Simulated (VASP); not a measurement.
Here is a VASP 6.6.1 calculation.

File INCAR:

```
SYSTEM = MgSe3
PREC = Accurate
ENCUT = 600
EDIFF = 1E-7
ISMEAR = 0
SIGMA = 0.1
LREAL = .FALSE.
LASPH = .TRUE.
NELM = 60
ALGO = Normal
ISIF = 3
LWAVE = .FALSE.
LCHARG = .FALSE.
GGA = PE
IBRION = 2
NSW = 100
EDIFFG = -0.01
```

KPOINTS

```
regular mesh
0
G
  6 6 8
  0 0 0
```

File POSCAR:

```
MgSe3
1.0
    7.8826082564      0.0000000000      0.0000000000
   -3.9413041282      6.8265389981      0.0000000000
    0.0000000000      0.0000000000      4.7037559673
Mg Se
2 6
Direct
    0.3333333333      0.6666666667      0.5000000000
    0.6666666667      0.3333333333      0.5000000000
    0.4151747231      0.4151747231      0.2053135254
    0.0000000000      0.5848252769      0.2053135254
    0.5848252769      0.0000000000      0.2053135254
    0.0000000000      0.4151747231      0.7946864746
    0.5848252769      0.5848252769      0.7946864746
    0.4151747231      0.0000000000      0.7946864746
```

Potentials or basis: VASP PAW PBE potentials, release 64 (Mg, Se).

Launch:

```bash
$ cat potpaw_PBE.64/Mg/POTCAR potpaw_PBE.64/Se/POTCAR > POTCAR
$ mpirun -np 1 vasp_std > vasp.out
```

Task: What does it give for the relaxed volume?

Result: 32.35 Å³/atom.

Task: Predict the band gap on the k mesh.

Result: Zero (bands 20 and 21 overlap by 1.92 eV).

Final structure:
```
CELL_PARAMETERS angstrom
7.97705 0.00000 0.00000
-3.98852 6.90833 0.00000
0.00000 0.00000 4.69638
ATOMIC_POSITIONS crystal
Mg 0.33333 0.66667 0.50000
Mg 0.66667 0.33333 0.50000
Se 0.42314 0.42314 0.21769
Se 0.00000 0.57686 0.21769
Se 0.57686 0.00000 0.21769
Se 0.00000 0.42314 0.78231
Se 0.57686 0.57686 0.78231
Se 0.42314 0.00000 0.78231
```
